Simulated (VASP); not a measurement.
# In (P6_3/mmc) in VASP: notebook

In is run at these levels: PBE+D3(BJ); tasks: single point, relaxation of cell and atoms.

Everything below comes from runs of VASP 6.6.1. Logs are shortened: lines on timing, memory, paths and dates and some standing lists are left out, and cuts for length are marked.

## (1) The cell of the first run

The structure is hexagonal, space group P6_3/mmc (No. 194). Conventional cell: a = 3.327 Å, b = 3.327 Å, c = 10.884 Å, α = 90.00°, β = 90.00°, γ = 120.00°. In (site symmetry -3m) has 12 In at 3.33 Å within 4.4 Å. Within 4.4 Å of In (site symmetry -6m2) lie 12 In at 3.33 Å.

This isn't the form of In at room conditions, which is tetragonal.

## (2) Single point, PBE+D3(BJ)

Contents of INCAR:

```
PREC = Accurate ; ENCUT = 520
EDIFF = 1E-7 ; ISMEAR = 0
SIGMA = 0.1 ; LREAL = F
LASPH = T ; NELM = 100
ALGO = Fast ; ISIF = 2
LWAVE = F ; LCHARG = T
GGA = PE ; IVDW = 12
LELF = T ; LVHAR = T
NBANDS = 34
```

Contents of KPOINTS:

```
Automatic mesh
0
Gamma
  12 12 4
```

Contents of POSCAR:

```
In
1.0
    3.3267883693      0.0000000000      0.0000000000
   -1.6633941846      2.8810832408      0.0000000000
    0.0000000000      0.0000000000     10.8838162104
In
4
Direct
    0.0000000000      0.0000000000      0.0000000000
    0.3333333333      0.6666666667      0.2500000000
    0.0000000000      0.0000000000      0.5000000000
    0.6666666667      0.3333333333      0.7500000000
```

Potentials or basis: VASP PAW PBE potentials, release 64 (In_d).

The run is started by

```
$ cat potpaw_PBE.64/In_d/POTCAR > POTCAR
$ mpirun -np 1 vasp_std > vasp.out
```

OUTCAR:

```text
PREC = Accurate
   ENCUT = 520
   EDIFF = 1E-7
   ISMEAR = 0
   LREAL = F
   LASPH = T
   NELM = 100
   ISIF = 2
   GGA = PE
   IVDW = 12
 IVDW          = 12

 ion  position               nearest neighbor table
   1  0.000  0.000  0.000-   2 3.33   4 3.33   2 3.33   4 3.33   4 3.33   2 3.33
   2  0.333  0.667  0.250-   1 3.33   3 3.33   1 3.33   3 3.33   1 3.33   3 3.33
   3  0.000  0.000  0.500-   2 3.33   4 3.33   2 3.33   4 3.33   4 3.33   2 3.33
   4  0.667  0.333  0.750-   1 3.33   3 3.33   1 3.33   3 3.33   1 3.33   3 3.33

  LATTYP: Found a hexagonal cell.
 ALAT       =     3.3267883693
 C/A-ratio  =     3.2715685527

  Lattice vectors:

 A1 = (   3.3267883693,   0.0000000000,   0.0000000000)
 A2 = (  -1.6633941846,   2.8810832408,   0.0000000000)
 A3 = (   0.0000000000,   0.0000000000,  10.8838162104)

Analysis of symmetry for initial positions (statically):
=====================================================================
 Subroutine PRICEL returns:
 Original cell was already a primitive cell.

 Routine SETGRP: Setting up the symmetry group for a
 hexagonal supercell.

 Subroutine GETGRP returns: Found 24 space group operations
 (whereof 12 operations were pure point group operations)
 out of a pool of 24 trial point group operations.

The static configuration has the point symmetry D_3d.
 The point group associated with its full space group is D_6h.

Analysis of symmetry for dynamics (positions and initial velocities):
=====================================================================
 Subroutine PRICEL returns:
 Original cell was already a primitive cell.

 Routine SETGRP: Setting up the symmetry group for a
 hexagonal supercell.

 Subroutine GETGRP returns: Found 24 space group operations
 (whereof 12 operations were pure point group operations)
 out of a pool of 24 trial point group operations.

The dynamic configuration has the point symmetry D_3d.
 The point group associated with its full space group is D_6h.

 Subroutine INISYM returns: Found 24 space group operations
 (whereof 12 operations are pure point group operations),
 and found     1 'primitive' translations

----------------------------------------------------------------------------------------

                                     Primitive cell

  volume of cell :     104.3187

  direct lattice vectors                    reciprocal lattice vectors
     3.326788369  0.000000000  0.000000000     0.300590206  0.173545836  0.000000000
    -1.663394185  2.881083241  0.000000000     0.000000000  0.347091672  0.000000000
[... 93 lines left out ...]
   IBRION =     -1    ionic relax: 0-MD 1-quasi-New 2-CG
   NFREE  =      0    steps in history (QN), initial steepest desc. (CG)
   ISIF   =      2    stress and relaxation
   ISYM   =      2    0-nonsym 1-usesym 2-fastsym
   POTIM  = 0.5000    time-step for ionic-motion
   TEBEG  =    0.0;   TEEND  =   0.0 temperature during run
   PSTRESS=    0.0 pullay stress
   NELECT =      52.0000    total number of electrons
   NUPDOWN=      -1.0000    fix difference up-down
   EMIN   =  10.00;   EMAX   =-10.00  energy-range for DOS
   EFERMI =   0.00;   METHOD = LEGACY
   ISMEAR =     0;   SIGMA  =   0.10  broadening in eV -4-tet -1-fermi 0-gaus
   EFERMI_NEDOS =   21; number of points for ismear=-14 and -15
   IALGO  =     68    algorithm
   IMIX   =      4    mixing-type and parameters
     AMIX     =   0.40;   BMIX     =  1.00
     AMIX_MAG =   1.60;   BMIX_MAG =  1.00
  volume/ion in A,a.u.               =      26.08       175.99
  Fermi-wavevector in a.u.,A,eV,Ry     =   1.298041  2.452943 22.924613  1.684912
  Thomas-Fermi vector in A             =   2.429395
   LORBIT       =      0    0 simple, 1 ext, 2 COOP (PROOUT), +10 PAW based schemes
   GGA     = PE    functional components
   LHFCALC =     F    Hartree Fock is set to
   AEXX    =    0.0000 exact exchange contribution
   IVDW    =    12    specifies the selected vdW correction
   LEPSILON=     F    determine dielectric tensor
   LRPA    =     F    only Hartree local field effects (RPA)
 non-spin polarized calculation
 RMM-DIIS sequential band-by-band and
 Gauss-broadening in eV      SIGMA  =   0.10
  energy-cutoff  :      520.00
  volume of cell :      104.32
 maximum number of plane-waves:      2830
 NGX is ok and might be reduce to    28
   NGX = 13   NGY = 13   NGZ = 41

 number of electron      51.9999986 magnetization

 Free energy of the ion-electron system (eV)
  ---------------------------------------------------
  ext. energy  EPLUGINS =         0.00000000
  ---------------------------------------------------
  free energy    TOTEN  =       -10.20048675 eV

  energy without entropy =      -10.19378375  energy(sigma->0) =      -10.19713525

 E-fermi :   7.5448     XC(G=0): -10.2692

 val. band max:        7.5361299024   @ k =   0.3333  -0.0000   0.2500
 cond. band min:       7.5862862727   @ k =   0.2500   0.2500   0.5000
 fundamental gap:      0.0501563703
 Fermi energy:         7.5448333778

 k-point     1 :       0.0000    0.0000    0.0000
  band No.  band energies     occupation
      1      -7.1538      2.00000
      2      -7.1233      2.00000
      3      -7.0919      2.00000
      4      -7.0883      2.00000
      5      -7.0883      2.00000
      6      -7.0801      2.00000
[... 877 lines left out ...]
     33      13.7260      0.00000
     34      14.6005      0.00000

 [... further k-points ...]

------------------------ aborting loop because EDIFF is reached ----------------------------------------

 Edisp (eV)   -1.35699

 E8    (eV) :    -0.6773

  FORCE on cell =-STRESS in cart. coord.  units (eV):
  Direction    XX          YY          ZZ          XY          YZ          ZX
  --------------------------------------------------------------------------------------
  -------------------------------------------------------------------------------------
  Total      -0.02800    -0.02800     0.00037    -0.00000     0.00000     0.00000
  in kB      -0.43006    -0.43006     0.00573    -0.00000     0.00000     0.00000
  external pressure =       -0.28 kB  Pullay stress =        0.00 kB

 VOLUME and BASIS-vectors are now :
 -----------------------------------------------------------------------------
  energy-cutoff  :      520.00
  volume of cell :      104.32
      direct lattice vectors                 reciprocal lattice vectors
     3.326788369  0.000000000  0.000000000     0.300590206  0.173545836  0.000000000
    -1.663394185  2.881083241  0.000000000     0.000000000  0.347091672  0.000000000
     0.000000000  0.000000000 10.883816210     0.000000000  0.000000000  0.091879538

 POSITION                                       TOTAL-FORCE (eV/Angst)
 -----------------------------------------------------------------------------------
      0.00000      0.00000      0.00000         0.000000      0.000000     -0.000000
     -0.00000      1.92072      2.72095        -0.000000     -0.000000      0.000000
      0.00000      0.00000      5.44191         0.000000      0.000000     -0.000000
      1.66339      0.96036      8.16286        -0.000000      0.000000      0.000000
 -----------------------------------------------------------------------------------
    total drift:                                0.000000     -0.000000      0.000000

  FREE ENERGIE OF THE ION-ELECTRON SYSTEM (eV)
  ---------------------------------------------------
  free  energy   TOTEN  =       -11.5574722923 eV

  energy  without entropy=      -11.5507692978  energy(sigma->0) =      -11.55412080
```

OSZICAR:

```text
N       E                     dE             d eps       ncg     rms          rms(c)
DAV:   1     0.505470437033E+03    0.50547E+03   -0.24952E+04  3878   0.214E+03
DAV:   2     0.411240468311E+02   -0.46435E+03   -0.45662E+03  3876   0.483E+02
DAV:   3    -0.818796219772E+01   -0.49312E+02   -0.48609E+02  4476   0.182E+02
DAV:   4    -0.102063267122E+02   -0.20184E+01   -0.20129E+01  4586   0.411E+01
[... 14 lines left out ...]
RMM:  19    -0.102004875778E+02    0.77684E-06   -0.11324E-07  2509   0.312E-03    0.194E-02
RMM:  20    -0.102004871398E+02    0.43795E-06   -0.63571E-08  2273   0.259E-03    0.920E-03
RMM:  21    -0.102004868630E+02    0.27686E-06   -0.46652E-08  2262   0.238E-03    0.282E-03
RMM:  22    -0.102004867618E+02    0.10114E-06   -0.28170E-08  2288   0.144E-03    0.523E-04
RMM:  23    -0.102004867451E+02    0.16728E-07   -0.16889E-08  2255   0.105E-03
   1 F= -.11557472E+02 E0= -.11554121E+02  d E =-.670299E-02
```

stdout:

```text
POSCAR found type information on POSCAR In
 POSCAR found :  1 types and       4 ions
 scaLAPACK will be used
 LDA part: xc-table for (Slater+PW92), standard interpolation
 POSCAR, INCAR and KPOINTS ok, starting setup
 FFT: planning ... GRIDC
 FFT: planning ... GRID_SOFT
 FFT: planning ... GRID
 WAVECAR not read
 entering main loop
WARNING in EDDRMM: call to ZHEGV failed, returncode =   8  4     34
 num prob  num prob  num prob WARNING in EDDRMM: call to ZHEGV failed, returncode =   8  4     32
 num prob  num prob RMM:  23    -0.102004867451E+02    0.16728E-07   -0.16889E-08  2255   0.105E-03
```

Wall time 2.9 min (1 thread of Intel Xeon 6975P-C (Granite Rapids), shared host); peak memory 0.33 GiB.

What came out:

```yaml
Free_energy: -11.5575 eV
Pressure: 0.0 GPa
Band_gap_on_the_k_mesh: zero (bands 26 and 27 overlap by 4.73 eV)
Dispersion_energy_per_atom: -0.339 eV
```

Levels at points of the mesh, in eV from the Fermi level:
```tsv
k point	band 23	band 24	band 25	band 26	band 27	band 28	band 29	band 30
(0.00, 0.00, 0.00)	-8.15	-4.33	-3.39	3.12	3.13	8.43	8.43	9.29
(0.50, 0.00, 0.00)	-3.50	-3.04	-2.99	-2.81	0.30	0.38	1.38	2.33
(0.00, 0.00, 0.50)	-6.40	-6.40	-0.64	-0.64	7.35	7.35	8.69	8.69
(0.50, 0.00, 0.50)	-3.90	-3.90	-1.59	-1.59	-1.18	-1.18	3.49	3.49
```

Caveat: spin-orbit coupling is left out, which moves the levels of the heavy elements.

## (3) Single point, PBE+D3(BJ)

This run uses another cell than the first one, of 26.46 Å³/atom.

Contents of INCAR:

```
PREC = Accurate
ENCUT = 520
EDIFF = 1E-6
ISMEAR = 0
SIGMA = 0.1
LREAL = False
LASPH = True
NELM = 60
ALGO = Fast
ISIF = 2
LWAVE = False
LCHARG = False
GGA = PE
IVDW = 12
NBANDS = 34
```

Contents of KPOINTS:

```
regular mesh
0
Gamma
  6 6 2
```

Contents of POSCAR:

```
In
1.0
    3.3638438630      0.0000000000      0.0000000000
   -1.6819219315      2.9131742397      0.0000000000
    0.0000000000      0.0000000000     10.7997083600
In
4
Direct
    0.0000000000      0.0000000000      0.0000000000
    0.3333333300      0.6666666700      0.2500000000
    0.0000000000      0.0000000000      0.5000000000
    0.6666666700      0.3333333300      0.7500000000
```

Potentials or basis: VASP PAW PBE potentials, release 64 (In_d).

The run is started by

```
$ cat potpaw_PBE.64/In_d/POTCAR > POTCAR
$ mpirun -np 1 vasp_std > vasp.out
```

Wall time 91 s (1 thread of Intel Xeon 8259CL, shared host); peak memory 0.25 GiB.

The run converged. Its results:

```
Free energy                : -11.6250 eV
Pressure                   : -1.0 GPa
Band gap on the k mesh     : zero (bands 26 and 27 overlap by 4.89 eV)
Dispersion energy per atom : -0.334 eV
```

Stress tensor (GPa, compression positive):
```
-1.87  0.00  0.00
 0.00 -1.87  0.00
 0.00  0.00  0.82
```

Levels at points of the mesh, in eV from the Fermi level:
```csv
k point,band 24,band 25,band 26,band 27,band 28,band 29
"(0.00, 0.00, 0.00)",-4.23,-3.37,3.26,3.27,7.98,7.98
"(0.50, 0.00, 0.00)",-3.12,-3.12,-2.88,0.28,0.39,1.29
"(0.00, 0.00, 0.50)",-6.37,-0.55,-0.55,7.55,7.55,8.24
"(0.50, 0.00, 0.50)",-4.02,-1.66,-1.66,-1.25,-1.25,3.47
```

Caveat: spin-orbit coupling is left out, which moves the levels of the heavy elements.

## (4) Single point, PBE+D3(BJ)

Contents of INCAR:

```
PREC = Accurate ; ENCUT = 520
EDIFF = 1E-7 ; ISMEAR = 0
SIGMA = 0.1 ; LREAL = F
LASPH = T ; NELM = 100
ALGO = Fast ; ISIF = 2
LWAVE = F ; LCHARG = T
GGA = PE ; IVDW = 12
LELF = T ; LVHAR = T
NBANDS = 34
```

Contents of KPOINTS:

```
Automatic mesh
0
Gamma
  12 12 4
```

Contents of POSCAR:

```
In
1.0
    3.3267883294      0.0000000000      0.0000000000
   -1.6633941647      2.8810832063      0.0000000000
    0.0000000000      0.0000000000     10.8838164815
In
4
Direct
    0.0000000000      0.0000000000      0.0000000000
    0.3333333333      0.6666666667      0.2500000000
    0.0000000000      0.0000000000      0.5000000000
    0.6666666667      0.3333333333      0.7500000000
```

The run is started by

```
$ cat potpaw_PBE.64/In_d/POTCAR > POTCAR
$ mpirun -np 1 vasp_std > vasp.out
```

Run time: 9.9 min. Hardware: 1 thread of Intel Xeon 8259CL, shared host; peak memory 0.34 GiB.

It converged, with:

```yaml
Free_energy: -11.5575 eV
Pressure: 0.0 GPa
Band_gap_on_the_k_mesh: zero (bands 26 and 27 overlap by 4.73 eV)
Dispersion_energy_per_atom: -0.339 eV
```

Levels at points of the mesh, in eV from the Fermi level:
| k point | band 22 | band 23 | band 24 | band 25 | band 26 | band 27 | band 28 | band 29 | band 30 | band 31 |
| --- | --- | --- | --- | --- | --- | --- | --- | --- | --- | --- |
| (0.00, 0.00, 0.00) | -8.17 | -8.15 | -4.33 | -3.39 | 3.12 | 3.13 | 8.43 | 8.43 | 9.29 | 9.29 |
| (0.50, 0.00, 0.00) | -4.45 | -3.50 | -3.04 | -2.99 | -2.81 | 0.30 | 0.38 | 1.38 | 2.33 | 4.07 |
| (0.00, 0.00, 0.50) | -9.21 | -6.40 | -6.40 | -0.64 | -0.64 | 7.35 | 7.35 | 8.69 | 8.69 | 8.69 |
| (0.50, 0.00, 0.50) | -4.49 | -3.90 | -3.90 | -1.59 | -1.59 | -1.18 | -1.18 | 3.49 | 3.49 | 4.48 |

Caveat: spin-orbit coupling is left out, which moves the levels of the heavy elements.

## (5) Relaxation of cell and atoms, PBE+D3(BJ)

This run uses another cell than the first one, of 26.46 Å³/atom.

Contents of INCAR:

```
  PREC = Accurate
  ENCUT = 600
  EDIFF = 1E-7
  ISMEAR = 0
  SIGMA = 0.1
  LREAL = F
  LASPH = T
  NELM = 100
  ALGO = Fast
  ISIF = 3
  LWAVE = F
  LCHARG = F
  GGA = PE
  IVDW = 12
  IBRION = 2
  NSW = 100
  EDIFFG = -0.005
```

Contents of KPOINTS:

```
regular mesh
0
Gamma
  12 12 4
```

Contents of POSCAR:

```
In
1.0
    3.3638438630      0.0000000000      0.0000000000
   -1.6819219315      2.9131742397      0.0000000000
    0.0000000000      0.0000000000     10.7997083600
In
4
Direct
    0.0000000000      0.0000000000      0.0000000000
    0.3333333300      0.6666666700      0.2500000000
    0.0000000000      0.0000000000      0.5000000000
    0.6666666700      0.3333333300      0.7500000000
```

The run is started by

```
$ cat potpaw_PBE.64/In_d/POTCAR > POTCAR
$ mpirun -np 1 vasp_std > vasp.out
```

Run time: 29 min. Hardware: 1 thread of Intel Xeon 8259CL, shared host; peak memory 0.38 GiB.

The run converged. Its results:

```yaml
Free_energy: -11.5562 eV
Relaxed_volume: 26.11 Å³/atom
Relaxed_cell: a = 3.349 Å, b = 3.349 Å, c = 10.753 Å, α = 90.00°, β = 90.00°, γ = 120.00°
Space_group_after_relaxing_to_0.1_Å: P6_3/mmc (No. 194)
Energy_gained_by_relaxing: 0.6 meV/atom
Ionic_steps: 6
Pressure_after_relaxing: 0.0 GPa
Band_gap_on_the_k_mesh: zero (bands 26 and 27 overlap by 4.93 eV)
Dispersion_energy_per_atom: -0.339 eV
```

Step by step:
| step | energy change (eV) | largest force (eV/Å) | pressure (GPa) | volume (Å³) |
| --- | --- | --- | --- | --- |
| 1 | 0.0000 | 0.0000 | -0.54 | 105.83 |
| 2 | -0.0024 | 0.0000 | -0.05 | 104.47 |
| 3 | -0.0023 | 0.0000 | 0.06 | 104.26 |
| 4 | -0.0024 | 0.0000 | 0.04 | 104.37 |
| 5 | -0.0024 | 0.0000 | 0.01 | 104.41 |
| 6 | -0.0024 | 0.0000 | -0.01 | 104.44 |

Final structure:
```cif
data_structure
_symmetry_space_group_name_H-M 'P 1'
_symmetry_Int_Tables_number 1
_cell_length_a 3.3488
_cell_length_b 3.3488
_cell_length_c 10.7533
_cell_angle_alpha 90.000
_cell_angle_beta 90.000
_cell_angle_gamma 120.000
_cell_volume 104.44
loop_
_atom_site_label
_atom_site_type_symbol
_atom_site_fract_x
_atom_site_fract_y
_atom_site_fract_z
_atom_site_occupancy
In1 In 0.00000 0.00000 0.00000 1
In2 In 0.33333 0.66667 0.25000 1
In3 In 0.00000 0.00000 0.50000 1
In4 In 0.66667 0.33333 0.75000 1
```

Levels at points of the mesh, in eV from the Fermi level:
| k point | band 24 | band 25 | band 26 | band 27 | band 28 | band 29 |
| --- | --- | --- | --- | --- | --- | --- |
| (0.00, 0.00, 0.00) | -4.10 | -3.30 | 3.43 | 3.44 | 8.20 | 8.20 |
| (0.50, 0.00, 0.00) | -3.04 | -2.99 | -2.79 | 0.44 | 0.54 | 1.43 |
| (0.00, 0.00, 0.50) | -6.29 | -0.42 | -0.42 | 7.76 | 7.76 | 8.47 |
| (0.50, 0.00, 0.50) | -3.92 | -1.55 | -1.55 | -1.12 | -1.12 | 3.64 |

Caveat: spin-orbit coupling is left out, which moves the levels of the heavy elements.

## (6) The runs side by side

```csv
task,cell,k mesh,cutoff (eV),gap on the mesh (eV),pressure (GPa)
single point,"a = 3.327, b = 3.327, c = 10.884 Å, angles 90.0, 90.0, 120.0°, 4 atoms",12 × 12 × 4,520,none,0.0
single point,"a = 3.364, b = 3.364, c = 10.800 Å, angles 90.0, 90.0, 120.0°, 4 atoms",6 × 6 × 2,520,none,-1.0
relaxation of cell and atoms,"relaxed from a = 3.364, b = 3.364, c = 10.800 Å, angles 90.0, 90.0, 120.0°, 4 atoms",12 × 12 × 4,600,none,0.0
```

Alike in all rows: level PBE+D3(BJ); potentials or basis VASP PAW PBE potentials, release 64 (In_d); no spin polarisation; smearing gaussian 0.1 eV.

Caveats: spin-orbit coupling is left out, which moves the levels of the heavy elements.

Absolute energies hang on the potentials; compare differences alone.
